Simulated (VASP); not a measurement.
A run of VASP 6.6.1 is set up as follows.

INCAR

```
  PREC = Accurate
  ENCUT = 520
  EDIFF = 1E-7
  ISMEAR = -1
  SIGMA = 0.02
  LREAL = Auto
  LASPH = T
  NELM = 80
  ALGO = Normal
  ISIF = 2
  LWAVE = F
  LCHARG = T
  GGA = PE
  LELF = T
  LVHAR = T
  NBANDS = 53
```

Contents of KPOINTS:

```
Automatic mesh
0
Gamma
  2 2 2
```

The input POSCAR:

```
Si16Ge
1.0
    0.0000000000      5.4300000000      5.4300000000
    5.4300000000      0.0000000000      5.4300000000
    5.4300000000      5.4300000000      0.0000000000
Si Ge
16 1
Direct
    0.0040145757     -0.0047914067      0.0050348939
    0.1237916499      0.1271156092      0.1245619220
    0.0040175778     -0.0047860846      0.4957763954
    0.1357284047      0.1208768024      0.6217128716
   -0.0003413515      0.4997987343      0.0002837554
    0.1238684282      0.6240289119      0.1246081367
    0.0040048726      0.5041872888      0.4959182925
    0.1238719897      0.6240323162      0.6275147819
    0.4950482498     -0.0047924868      0.0048951471
    0.6207992014      0.1209135791      0.1372441492
    0.4990568778     -0.0006399059      0.5008328799
    0.6208096218      0.1209315248      0.6210847599
    0.4950418152      0.5041915828      0.0050304079
    0.6269920533      0.6239381096      0.1245506790
    0.4950453414      0.5041963260      0.4957690850
    0.6207110768      0.6359878278      0.6216623285
    0.7490665155      0.2493254710      0.7508533140
```

Potentials or basis: VASP PAW PBE potentials, release 64 (Si, Ge_d).

Run with:

```sh
$ cat potpaw_PBE.64/Si/POTCAR potpaw_PBE.64/Ge_d/POTCAR > POTCAR
$ mpirun -np 1 vasp_std > vasp.out
```

Problem. Estimate the band gap on the k mesh.

Solution. Zero (bands 39 and 40 overlap by 0.31 eV).

Problem. What does it give for the largest force?

Solution. 0.022 eV/Å.

Forces in eV/Å, atoms in the order of the input:
```
Si  -0.001 -0.004  0.005
Si  -0.011  0.011 -0.013
Si   0.004  0.001  0.005
Si   0.001  0.000 -0.005
Si  -0.001  0.001  0.007
Si   0.009  0.010  0.005
Si   0.000  0.000 -0.006
Si  -0.009 -0.009  0.005
Si  -0.001  0.000  0.015
Si   0.005  0.003 -0.017
Si  -0.002  0.001  0.019
Si  -0.002 -0.005 -0.017
Si  -0.005  0.000  0.006
Si   0.012 -0.012 -0.014
Si   0.000  0.005  0.005
Si   0.001 -0.001 -0.006
Ge   0.000 -0.001  0.008
```

Caveat: the k points lie up to 0.50 Å⁻¹ apart.
